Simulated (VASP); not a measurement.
SiC3, 4 atoms in the cell. It takes space group P-6m2 (No. 187, hexagonal). Conventional cell: a = 2.514 Å, b = 2.514 Å, c = 6.524 Å, α = 90.00°, β = 90.00°, γ = 120.00°. Within 3.3 Å of Si (site symmetry -6m2) lie 6 Si at 2.51 Å and 8 C at 2.81 to 3.26 Å. C (site symmetry 3m) has 4 C at 1.69 to 1.72 Å within 2.2 Å. C (site symmetry -6m2) has 6 C at 1.69 Å within 2.2 Å. 

| Item | Value |
| --- | --- |
| Program | VASP 6.6.1 |
| Task | single point |
| Functional | PBE |
| Potentials or basis | VASP PAW PBE potentials, release 64 (Si, C) |
| Cutoff | 520 eV |
| k mesh | 6 × 6 × 4 |
| Occupations | gaussian, width 0.1 eV |
| Spin | no spin polarisation |
| Dipole correction | no |
| Further INCAR settings | ALGO = Normal; EDIFF = 1e-06; NBANDS = 16 |

Potentials or basis: VASP PAW PBE potentials, release 64 (Si, C).

Run with:

```bash
$ cat potpaw_PBE.64/Si/POTCAR potpaw_PBE.64/C/POTCAR > POTCAR
$ mpirun -np 1 vasp_std > vasp.out
```

Hardware: 1 thread of Intel Xeon 8259CL (shared host).

Problem. How long does it take, and how much memory?

Solution. Run time: 10 s on 1 thread of Intel Xeon 8259CL, with other jobs on the host, peak memory 0.15 GiB. Counts: scf iterations 12, k points 21.
